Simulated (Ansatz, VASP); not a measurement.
# LiF: VASP beside Ansatz

```
CELL_PARAMETERS angstrom
3.04641 0.00000 0.00000
-1.52321 2.63827 0.00000
0.00000 0.00000 4.60923
ATOMIC_POSITIONS crystal
Li 0.33333 0.66667 0.40269
Li 0.66667 0.33333 0.90269
F 0.33333 0.66667 0.99102
F 0.66667 0.33333 0.49102
```

Alike in both runs: task single point; functional LDA; k mesh 9 × 9 × 6; occupations gaussian, width 0.05 eV; no spin polarisation.

|  | VASP | Ansatz |
| --- | --- | --- |
| version | VASP 6.6.1 | Ansatz 0.2.0 |
| potentials or method | VASP PAW LDA potentials, release 64 (Li_sv, F), cutoff 520 eV | scalar-relativistic, plane waves, PAW |
| valence electrons in the cell | 20 | 20 |

```tsv
	VASP	Ansatz	Ansatz less VASP
gap on the k mesh at the Fermi level (eV)	7.71	7.72	+0.016
least direct gap on the mesh (eV)	7.71	7.72	+0.016
rms of the force components (eV/Å)	0.095	0.096	+0.0012
```

LDA's correlation is that of Perdew and Zunger in VASP and of Perdew and Wang (1992) in Ansatz. Atom by atom the forces differ by 0.001 eV/Å (rms over components).

Noted on VASP's run: the cutoff is under 1.25 times that of the potentials, so the pressure is a little rough.
